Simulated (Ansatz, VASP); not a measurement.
## ZnS in VASP and in Ansatz

The input POSCAR:

```
ZnS
1.0
    3.9443929508      0.0000000000      0.0000000000
   -1.9721964754      3.4159444979      0.0000000000
    0.0000000000      0.0000000000      5.7676763529
Zn S
2 2
Direct
    0.3333333333      0.6666666667      0.2500000000
    0.6666666667      0.3333333333      0.7500000000
    0.6666666667      0.3333333333      0.2500000000
    0.3333333333      0.6666666667      0.7500000000
```

File INCAR.step1:

```
PREC = Accurate
ENCUT = 550
ISMEAR = -1
SIGMA = 0.03
LREAL = F
LASPH = T
NELM = 120
NBANDS = 26
GGA = PE
ALGO = Normal
EDIFF = 1E-5
LWAVE = T
LCHARG = F
GGA_COMPAT = F
```

Contents of INCAR.step2:

```
PREC = Accurate
ENCUT = 550
EDIFF = 1E-6
ISMEAR = -1
SIGMA = 0.03
LREAL = F
LASPH = T
NELM = 120
ALGO = Normal
ISIF = 2
LWAVE = F
LCHARG = F
METAGGA = R2SCAN
LMIXTAU = T
LUSE_VDW = T
IVDW_NL = 2
BPARAM = 11.95
CPARAM = 0.0093
NBANDS = 26
ISTART = 1
GGA_COMPAT = F
```

The input KPOINTS:

```
regular mesh
0
Gamma
  12 12 6
```

Input for Ansatz:

```yaml
crystal:
  lattice:
    - [3.9443929508, 0.0, 0.0]
    - [-1.9721964754, 3.4159444979, 0.0]
    - [0.0, 0.0, 5.7676763529]
  atoms:
    - { symbol: Zn, position: [0.3333333333, 0.6666666667, 0.25] }
    - { symbol: Zn, position: [0.6666666667, 0.3333333333, 0.75] }
    - { symbol: S, position: [0.6666666667, 0.3333333333, 0.25] }
    - { symbol: S, position: [0.3333333333, 0.6666666667, 0.75] }
kpoints:
  mp_grid: { grid: [12, 12, 6] }
  band_path:
    path:
      - [0.0, 0.0, 0.0]
      - [0.5, 0.0, 0.0]
      - [0.3333333333, 0.3333333333, 0.0]
      - [0.0, 0.0, 0.5]
      - [0.5, 0.0, 0.5]
      - [0.3333333333, 0.3333333333, 0.5]
    npoints: 1
hamiltonian:
  xc: r2scan
  dispersion: rvv10
scf:
  occupations: { method: fermi_dirac, width: 0.03 }
  n_extra_bands: 5
output:
  forces: true
  stress: true
  eigenvalues: true
```

Alike in both runs: task single point; functional r2SCAN; dispersion rVV10; k mesh 12 × 12 × 6; occupations fermi-dirac, width 0.03 eV; no spin polarisation.

|  | VASP | Ansatz |
| --- | --- | --- |
| version | VASP 6.6.1 | Ansatz 0.2.0 |
| potentials or method | VASP PAW PBE potentials, release 64 (Zn, S) | plane waves, PAW |
| plane-wave cutoff (eV) | 550 | 500 |
| valence electrons in the cell | 36 | 36 |

Ansatz gave:

| Quantity | Value |
| --- | --- |
| gap on the k mesh at the Fermi level (eV) | 1.82 |
| pressure (GPa) | 0.0 |

Problem. Estimate VASP's values.

Solution. gap on the k mesh at the Fermi level (eV): 1.82; pressure (GPa): 0.2.

VASP's potentials were made for PBE, not for r2SCAN.
